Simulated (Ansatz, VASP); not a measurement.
**Two plane-wave programs on Co**

```
CELL_PARAMETERS angstrom
0.00000 1.78049 1.78049
1.78049 0.00000 1.78049
1.78049 1.78049 0.00000
ATOMIC_POSITIONS crystal
Co 0.00000 0.00000 0.00000
```

Alike in both runs: task single point; functional r2SCAN; k mesh 17 × 17 × 17; occupations fermi-dirac, width 0.05 eV; collinear spin.

```csv
,VASP,Ansatz
version,VASP 6.6.1,Ansatz 0.2.0
potentials or method,"VASP PAW PBE potentials, release 64 (Co), cutoff 520 eV","plane waves (500 eV) with PAW, scalar-relativistic"
valence electrons in the cell,9,17
```

```csv
,VASP,Ansatz,Ansatz less VASP
pressure (GPa),-7.5,-7.6,-0.08
net moment per atom (μB),1.87,1.88,+0.011
size of the moment on the site where the two differ most (μB),1.93,1.99,+0.060
```

VASP's potentials were made for PBE, not for r2SCAN. Site moments also hang on the region over which each program counts them. VASP's potentials hold 9 valence electrons a cell and Ansatz's 17, so a difference there can come from the potentials and not from the codes. Ansatz's warnings: stability check not made.
